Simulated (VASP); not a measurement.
A run of VASP 6.6.1:

POSCAR

```
Pt
1.0
    2.7100576825      0.0000000000      0.0000000000
   -1.3550288412      2.3469787988      0.0000000000
    0.0000000000      0.0000000000      4.7008812100
Pt
2
Direct
    0.6666666667      0.3333333333      0.7500000000
    0.3333333333      0.6666666667      0.2500000000
```

The input INCAR.step1:

```
PREC = Accurate ; ENCUT = 630
ISMEAR = 0 ; SIGMA = 0.1
LREAL = F ; LASPH = T
NELM = 120 ; NBANDS = 25
GGA = PE ; ALGO = Normal
EDIFF = 1E-5 ; LWAVE = T
LCHARG = F ; GGA_COMPAT = F
```

File INCAR.step2:

```
PREC = Accurate ; ENCUT = 630
EDIFF = 1E-6 ; ISMEAR = 0
SIGMA = 0.1 ; LREAL = F
LASPH = T ; NELM = 120
ALGO = Normal ; ISIF = 2
LWAVE = F ; LCHARG = F
METAGGA = R2SCAN ; LMIXTAU = T
NBANDS = 25 ; ISTART = 1
GGA_COMPAT = F
```

Contents of KPOINTS:

```
regular mesh
0
Gamma
  18 18 10
```

Potentials or basis: VASP PAW PBE potentials, release 64 (Pt_sv_GW).

Run with:

```bash
$ cat potpaw_PBE.64/Pt_sv_GW/POTCAR > POTCAR
$ cp INCAR.step1 INCAR
$ mpirun -np 1 vasp_std > vasp.out
$ cp INCAR.step2 INCAR
$ mpirun -np 1 vasp_std > vasp.out
```

Hardware: 1 thread of Intel(R) Xeon(R) Platinum 8259CL CPU @ 2.50GHz (Skylake/Cascade Lake), with other jobs on the host.

Q: How long does it take, and how much memory?

A: Wall time 9.1 min on 1 thread of Intel(R) Xeon(R) Platinum 8259CL CPU @ 2.50GHz (Skylake/Cascade Lake) (shared host), peak memory 0.32 GiB. Counts: k points 222.
